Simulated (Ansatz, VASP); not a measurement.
**One calculation of SiC, two programs**

```
CELL_PARAMETERS angstrom
0.00000 2.17400 2.17400
2.17400 0.00000 2.17400
2.17400 2.17400 0.00000
ATOMIC_POSITIONS crystal
Si 0.89650 0.89650 0.03031
C 0.75000 0.75000 0.75000
```

Alike in both runs: task single point; functional PBE; k mesh 12 × 12 × 12; occupations gaussian, width 0.05 eV; no spin polarisation.

|  | VASP | Ansatz |
| --- | --- | --- |
| version | VASP 6.6.1 | Ansatz 0.2.0 |
| potentials or method | VASP PAW PBE potentials, release 64 (Si, C), cutoff 520 eV | scalar-relativistic, plane waves, PAW |
| valence electrons in the cell | 8 | 8 |

```tsv
	VASP	Ansatz	Ansatz less VASP
gap on the k mesh at the Fermi level (eV)	none	none	-
rms of the force components (eV/Å)	10.805	10.875	+0.0705
```

Atom by atom the forces differ by 0.071 eV/Å (rms over components). A gap of «none» marks a metal or a gap that the smearing closes.
